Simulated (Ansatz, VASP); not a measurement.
**Two plane-wave programs on P**

```
CELL_PARAMETERS angstrom
1.77745 1.02621 2.94181
-1.77745 1.02621 2.94181
0.00000 -2.05242 2.94181
ATOMIC_POSITIONS crystal
P 0.20045 0.20045 0.20045
P 0.79955 0.79955 0.79955
```

Alike in both runs: task single point; functional PBE; k mesh 15 × 15 × 15; occupations gaussian, width 0.1 eV; no spin polarisation.

|  | VASP | Ansatz |
| --- | --- | --- |
| version | VASP 6.6.1 | Ansatz 0.2.0 |
| potentials or method | VASP PAW PBE potentials, release 64 (P), cutoff 520 eV | scalar-relativistic, plane waves, PAW |
| valence electrons in the cell | 10 | 10 |

Ansatz gave:

```
gap on the k mesh at the Fermi level (eV)                     : none
pressure (GPa)                                                : 12.2
traceless stress, the component that is largest in VASP (GPa) : -4.65
rms of the force components (eV/Å)                            : 1.536
```

Task: What did VASP give for the same quantities?

Result: gap on the k mesh at the Fermi level (eV): none; pressure (GPa): 11.7; traceless stress, the component that is largest in VASP (GPa): -4.22; rms of the force components (eV/Å): 1.529.

Atom by atom the forces differ by 0.007 eV/Å (rms over components). A gap of «none» marks a metal or a gap that the smearing closes.
